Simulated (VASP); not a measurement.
Crystal: Hf.

```
Hf
1.0
     5.01956    0.00000    0.00000
    -2.50978    4.34706    0.00000
     0.00000    0.00000    3.07699
Hf
3
Direct
  0.00000 0.00000 0.00000
  0.33333 0.66667 0.50000
  0.66667 0.33333 0.50000
```

| Property | Result |
| --- | --- |
| Program | VASP 6.6.1 |
| Task | relaxation of cell and atoms |
| Functional | LDA |
| Potentials or basis | VASP PAW LDA potentials, release 64 (Hf_pv) |
| Cutoff | 600 eV |
| k mesh | 7 × 7 × 10 |
| Occupations | fermi-dirac, width 0.1 eV |
| Spin | no spin polarisation |

At the start: pressure -8.5 GPa; volume 22.38 Å³/atom.

Q: Where does the relaxation end?

A: Over 9 steps the energy falls by 51.7 meV/atom and the volume is 20.64 Å³/atom (-7.8 %); space group P6/mmm (No. 191, to 0.05 Å).

The path:
| step | energy change (eV) | largest force (eV/Å) | pressure (GPa) | volume (Å³) |
| --- | --- | --- | --- | --- |
| 1 | 0.0000 | 0.0000 | -8.52 | 67.14 |
| 2 | 0.0786 | 0.0000 | 14.09 | 56.22 |
| 3 | -0.1532 | 0.0000 | -0.08 | 61.98 |
| 4 | -0.1533 | 0.0000 | 0.10 | 61.88 |
| 5 | -0.1532 | 0.0000 | 0.30 | 61.78 |
| 6 | -0.1549 | 0.0000 | 0.19 | 61.83 |
| 7 | -0.1549 | 0.0000 | 0.21 | 61.82 |
| 8 | -0.1549 | 0.0000 | -0.21 | 62.03 |
| 9 | -0.1550 | 0.0000 | -0.02 | 61.93 |

Final structure:
```
Hf
1.0
     4.85762    0.00000    0.00000
    -2.42881    4.20682    0.00000
     0.00000    0.00000    3.03058
Hf
3
Direct
  0.00000 0.00000 0.00000
  0.33333 0.66667 0.50000
  0.66667 0.33333 0.50000
```
